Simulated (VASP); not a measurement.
# BN (P1) in VASP: relaxation of cell and atoms with PBEsol

Aim: the relaxation of cell and atoms of BN with PBEsol.

All numbers are computed with VASP 6.6.1; they aren't measurements. Logs are shortened: lines on timing, memory, paths and dates and some standing lists are left out, and cuts for length are marked.

**1. The cell of the first run**

The typed cell holds 4 atoms: a = 2.519 Å, b = 2.545 Å, c = 6.963 Å, α = 90.98°, β = 90.10°, γ = 120.64°.

**2. Relaxation of cell and atoms, PBEsol**

Input file INCAR:

```
SYSTEM = BN
ALGO = Normal ; EDIFF = 1E-7
EDIFFG = -0.01 ; ENCUT = 910
GGA = PS ; GGA_COMPAT = .False.
IBRION = 2 ; ISIF = 3
ISMEAR = 0 ; LASPH = .True.
LCHARG = .False. ; LREAL = .False.
LWAVE = .False. ; NELM = 120
NELMIN = 4 ; NSW = 100
PREC = Accurate ; SIGMA = 0.05
```

Input file KPOINTS:

```
k-points
0
Gamma
  12 12 4
  0 0 0
```

Input file POSCAR:

```
BN
1.0
    2.5185572501     -0.0216202736     -0.0023755656
   -1.2780023313      2.2002419519     -0.0215270642
   -0.0066581458     -0.0735132211      6.9621305882
B N
2 2
Direct
    0.3414068438      0.6814428536      0.2567042592
    0.6806392869      0.3338016562      0.7526841826
    0.3445108653      0.7012316985      0.7560975615
    0.6334430041      0.2835237917      0.2345139967
```

Potentials or basis: VASP PAW PBE potentials, release 64 (B_h, N_h).

The run is started by

```sh
> cat potpaw_PBE.64/B_h/POTCAR potpaw_PBE.64/N_h/POTCAR > POTCAR
> mpirun -np 1 vasp_std > vasp.out
```

OUTCAR:

```text
SYSTEM = BN
   EDIFF = 1E-7
   EDIFFG = -0.01
   ENCUT = 910
   GGA = PS
   IBRION = 2
   ISIF = 3
   ISMEAR = 0
   LASPH = .True.
   LREAL = .False.
   NELM = 120
   NELMIN = 4
   NSW = 100
   PREC = Accurate

 ion  position               nearest neighbor table
   1  0.341  0.681  0.257-   4 1.33
   2  0.681  0.334  0.753-   3 1.39   3 1.44
   3  0.345  0.701  0.756-   2 1.39   2 1.44
   4  0.633  0.284  0.235-   1 1.33

  LATTYP: Found a triclinic cell.
 ALAT       =     2.5071777479
 B/A-ratio  =     1.0045762289
 C/A-ratio  =     2.7770356052
 COS(alpha) =     0.0018087504
 COS(beta)  =     0.0191810927
 COS(gamma) =     0.4873327265

  Lattice vectors:

 A1 = (   1.2405549188,   2.1786216783,  -0.0239026298)
 A2 = (   2.5185572501,  -0.0216202736,  -0.0023755656)
 A3 = (   0.0066581458,   0.0735132211,  -6.9621305882)

Analysis of symmetry for initial positions (statically):
=====================================================================
 Subroutine PRICEL returns:
 Original cell was already a primitive cell.

 Routine SETGRP: Setting up the symmetry group for a
 triclinic supercell.

 Subroutine GETGRP returns: Found  1 space group operations
 (whereof  1 operations were pure point group operations)
 out of a pool of  2 trial point group operations.

The static configuration has the point symmetry C_1 .

Analysis of symmetry for dynamics (positions and initial velocities):
=====================================================================
 Subroutine PRICEL returns:
 Original cell was already a primitive cell.

 Routine SETGRP: Setting up the symmetry group for a
 triclinic supercell.

 Subroutine GETGRP returns: Found  1 space group operations
 (whereof  1 operations were pure point group operations)
 out of a pool of  2 trial point group operations.

The dynamic configuration has the point symmetry C_1 .

 Subroutine INISYM returns: Found  1 space group operations
 (whereof  1 operations are pure point group operations),
 and found     1 'primitive' translations

----------------------------------------------------------------------------------------

                                     Primitive cell

  volume of cell :      38.3836

  direct lattice vectors                    reciprocal lattice vectors
     2.518557250 -0.021620274 -0.002375566     0.399045348  0.231811684  0.002829324
    -1.278002331  2.200241952 -0.021527064     0.003926101  0.456823162  0.004827356
    -0.006658146 -0.073513221  6.962130588     0.000148299  0.001491605  0.143650083

  length of vectors
[... 114 lines left out ...]
   IVDW    =     0    specifies the selected vdW correction
   LEPSILON=     F    determine dielectric tensor
   LRPA    =     F    only Hartree local field effects (RPA)
 conjugate gradient relaxation of ions
 non-spin polarized calculation
 Gauss-broadening in eV      SIGMA  =   0.05
  energy-cutoff  :      910.00
  volume of cell :       38.38
 maximum number of plane-waves:      2414
 NGX is ok and might be reduce to    28
   NGX = 13   NGY = 13   NGZ = 35

--------------------------------------- Ionic step        1  -------------------------------------------

 number of electron      16.0000000 magnetization

 Free energy of the ion-electron system (eV)
  ---------------------------------------------------
  ext. energy  EPLUGINS =         0.00000000
  ---------------------------------------------------
  free energy    TOTEN  =       -35.87061662 eV

  energy without entropy =      -35.87061662  energy(sigma->0) =      -35.87061662

------------------------ aborting loop because EDIFF is reached ----------------------------------------

  FORCE on cell =-STRESS in cart. coord.  units (eV):
  Direction    XX          YY          ZZ          XY          YZ          ZX
  --------------------------------------------------------------------------------------
  -------------------------------------------------------------------------------------
  Total       -2.5683226      2.3273550     -0.3412635      1.4658765     -1.0396562     -0.0349686
  in kB     -107.2049081     97.1466269    -14.2447554     61.1874674    -43.3965159     -1.4596311
  external PRESSURE =      -8.1010122 kB  Pullay stress =       0.0000000 kB
[... 25 lines left out ...]
--------------------------------------- Ionic step        2  -------------------------------------------

 number of electron      16.0000000 magnetization

 E-fermi :   4.2922     XC(G=0):  -9.9547

 val. band max:        4.0083414158   @ k =  -0.1667   0.0833   0.5000
 cond. band min:       6.3136866953   @ k =   0.5000  -0.0000   0.5000
 fundamental gap:      2.3053452795
 Fermi energy:         4.2921648162

 k-point     1 :       0.0000    0.0000    0.0000
  band No.  band energies     occupation
      1     -14.9388      2.00000
      2     -14.6891      2.00000
      3      -3.5348      2.00000
      4      -3.3894      2.00000
      5      -1.8610      2.00000
      6      -1.1065      2.00000
      7       3.5867      2.00000
      8       3.8587      2.00000
      9       7.3950      0.00000
     10      10.2167      0.00000
     11      11.9254      0.00000
     12      12.3535      0.00000
[... 414 lines left out ...]
  FREE ENERGIE OF THE ION-ELECTRON SYSTEM (eV)
  ---------------------------------------------------
  free  energy   TOTEN  =       -36.4807539994 eV

  energy  without entropy=      -36.4807539994  energy(sigma->0) =      -36.48075400

[... ionic steps 4 to 32 ...]

--------------------------------------- Ionic step       33  -------------------------------------------

 number of electron      16.0000000 magnetization

------------------------ aborting loop because EDIFF is reached ----------------------------------------
[... 71 lines left out ...]
--------------------------------------- Ionic step       35  -------------------------------------------

 number of electron      16.0000000 magnetization

 Free energy of the ion-electron system (eV)
  ---------------------------------------------------
  ext. energy  EPLUGINS =         0.00000000
  ---------------------------------------------------
  free energy    TOTEN  =       -36.62778133 eV

  energy without entropy =      -36.62778133  energy(sigma->0) =      -36.62778133

 E-fermi :   3.2420     XC(G=0): -10.1509

 val. band max:        2.9937466627   @ k =   0.3333   0.3333   0.5000
 cond. band min:       7.1562548626   @ k =   0.5000  -0.0000   0.0000
 fundamental gap:      4.1625081999
 Fermi energy:         3.2419895968

 k-point     1 :       0.0000    0.0000    0.0000
  band No.  band energies     occupation
      1     -14.7340      2.00000
      2     -14.5011      2.00000
      3      -3.1509      2.00000
      4      -1.3102      2.00000
      5       1.6797      2.00000
      6       1.6815      2.00000
      7       1.7066      2.00000
      8       1.7071      2.00000
      9       7.8585      0.00000
     10      12.7584      0.00000
     11      14.5074      0.00000
     12      14.5188      0.00000
[... 376 lines left out ...]
  FREE ENERGIE OF THE ION-ELECTRON SYSTEM (eV)
  ---------------------------------------------------
  free  energy   TOTEN  =       -36.6277813324 eV

  energy  without entropy=      -36.6277813324  energy(sigma->0) =      -36.62778133

 reached required accuracy - stopping structural energy minimisation
```

OSZICAR:

```text
N       E                     dE             d eps       ncg     rms          rms(c)
DAV:   1     0.991556607159E+02    0.99156E+02   -0.11014E+04  7008   0.189E+03
DAV:   2    -0.277807970638E+02   -0.12694E+03   -0.11604E+03 10824   0.286E+02
DAV:   3    -0.390672716754E+02   -0.11286E+02   -0.11174E+02  8972   0.943E+01
[... 282 lines left out ...]
  34 F= -.36627777E+02 E0= -.36627777E+02  d E =-.169531E-04
       N       E                     dE             d eps       ncg     rms          rms(c)
DAV:   1    -0.366277812891E+02   -0.39711E-05   -0.10652E-03  7008   0.388E-01    0.409E-03
DAV:   2    -0.366277815059E+02   -0.21682E-06   -0.74583E-06  9096   0.303E-02    0.271E-03
DAV:   3    -0.366277813203E+02    0.18565E-06   -0.56913E-07  9116   0.925E-03    0.442E-04
DAV:   4    -0.366277813324E+02   -0.12110E-07   -0.17569E-07  7600   0.374E-03
  35 F= -.36627781E+02 E0= -.36627781E+02  d E =-.399570E-05
```

CONTCAR:

```text
BN
   1.00000000000000
     2.5042808585270997   -0.0004375754058399   -0.0011682409252919
    -1.2521363016408191    2.1692614784072388   -0.0008836673360808
    -0.0042388535153740   -0.0056015374692553    6.8731293849285109
  B               N
     2     2
Direct
     0.3227119120218747    0.6522564348260954    0.2480251597207755
     0.6772959732803168    0.3477548452454784    0.7519787544664466
     0.3439559468764830    0.6810831184223918    0.7519454179057049
     0.6560361679213343    0.3189056015060345    0.2480506679070731

  0.00000000E+00  0.00000000E+00  0.00000000E+00
  0.00000000E+00  0.00000000E+00  0.00000000E+00
  0.00000000E+00  0.00000000E+00  0.00000000E+00
  0.00000000E+00  0.00000000E+00  0.00000000E+00
```

Wall time 1.8 h (1 thread of Intel Xeon Platinum 8375C at 2.90GHz (Ice Lake), shared host); peak memory 0.45 GiB.

Results:

* Free energy: -36.6278 eV
* Relaxed volume: 9.33 Å³/atom
* Relaxed cell: a = 2.504 Å, b = 2.505 Å, c = 6.873 Å, α = 90.04°, β = 90.06°, γ = 120.00°
* Space group after relaxing (to 0.1 Å): Cmcm (No. 63)
* Pressure after relaxing: 0.0 GPa
* Largest force after relaxing: 0.006 eV/Å
* Band gap on the k mesh: 4.16 eV (least direct gap 4.59 eV)

Forces on the atoms (eV/Å):
```
B    0.003  0.001  0.003
B   -0.003 -0.003 -0.004
N    0.002 -0.002 -0.004
N   -0.002  0.004  0.004
```

Stress tensor (GPa, compression positive):
```
-0.03  0.01  0.00
 0.01 -0.03 -0.03
 0.00 -0.03  0.06
```

Final structure:
```yaml
crystal:
  lattice:
    - [2.50428, -0.00044, -0.00117]
    - [-1.25214, 2.16926, -0.00088]
    - [-0.00424, -0.00560, 6.87313]
  atoms:
    - { symbol: B, position: [0.32271, 0.65226, 0.24803] }
    - { symbol: B, position: [0.67730, 0.34775, 0.75198] }
    - { symbol: N, position: [0.34396, 0.68108, 0.75195] }
    - { symbol: N, position: [0.65604, 0.31891, 0.24805] }
```

Levels at points of the mesh, in eV from the valence-band top:
```csv
k point,band 5,band 6,band 7,band 8,band 9,band 10,band 11,band 12
"(0.00, 0.00, 0.00)",-1.31,-1.31,-1.29,-1.29,4.86,9.76,11.51,11.53
"(0.50, 0.00, 0.00)",-4.14,-4.09,-1.38,-0.48,4.16,5.51,9.42,9.91
"(0.00, 0.50, 0.00)",-4.13,-4.08,-1.34,-0.55,4.32,5.37,9.43,9.90
"(0.50, 0.50, 0.00)",-4.13,-4.09,-1.37,-0.50,4.20,5.47,9.42,9.92
"(0.00, 0.00, 0.50)",-1.30,-1.30,-1.30,-1.30,7.03,7.12,11.56,11.57
"(0.50, 0.00, 0.50)",-4.11,-4.11,-0.95,-0.90,4.63,4.69,9.82,9.82
"(0.00, 0.50, 0.50)",-4.11,-4.11,-0.94,-0.91,4.65,4.67,9.83,9.84
"(0.50, 0.50, 0.50)",-4.11,-4.11,-0.95,-0.91,4.64,4.68,9.83,9.83
```

Caveat: the PAW data sets were made with another functional, which shifts forces and pressure a little. A k mesh can miss the band edges.
